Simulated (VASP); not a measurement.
A run of VASP 6.6.1:

Contents of INCAR:

```
PREC = Accurate ; ENCUT = 520
EDIFF = 1E-7 ; ISMEAR = 0
SIGMA = 0.05 ; LREAL = F
LASPH = T ; NELM = 120
ALGO = Normal ; ISIF = 2
LWAVE = F ; LCHARG = F
LDIPOL = T ; IDIPOL = 3
DIPOL = 0.5 0.5 0.506 ; GGA = PS
IBRION = 2 ; NSW = 80
EDIFFG = -0.02 ; GGA_COMPAT = F
NELMIN = 4 ; NELMDL = -8
```

The input KPOINTS:

```
regular mesh
0
Gamma
  9 9 1
```

The input POSCAR:

```
Mg2Si
1.0
    4.4736921765      0.0000000000      0.0000000000
   -2.2368460883      3.8743310736      0.0000000000
    0.0000000000      0.0000000000     25.0450745072
Mg Si
6 3
Direct
    0.6666666667      0.3333333333      0.2994600794
    0.0000000000      0.0000000000      0.3723836869
    0.3333333333      0.6666666667      0.4453072944
    0.6666666667      0.3333333333      0.5182309019
    0.0000000000      0.0000000000      0.5911545094
    0.3333333333      0.6666666667      0.6640781169
    0.6666666667      0.3333333333      0.4088454906
    0.3333333333      0.6666666667      0.5546927056
    0.0000000000      0.0000000000      0.7005399206
```

Potentials or basis: VASP PAW PBE potentials, release 64 (Mg, Si).

Launch:

```bash
$ cat potpaw_PBE.64/Mg/POTCAR potpaw_PBE.64/Si/POTCAR > POTCAR
$ mpirun -np 1 vasp_std > vasp.out
```

Hardware: 1 thread of AMD EPYC 9R45 96-Core Processor (Zen 5), with other jobs on the host.

Q: How long does it take, and how much memory?

A: Run time: 7.5 min on 1 thread of AMD EPYC 9R45 96-Core Processor (Zen 5) (shared host), peak memory 0.6 GiB. Counts: scf iterations 116, k points 12, ion steps 10.
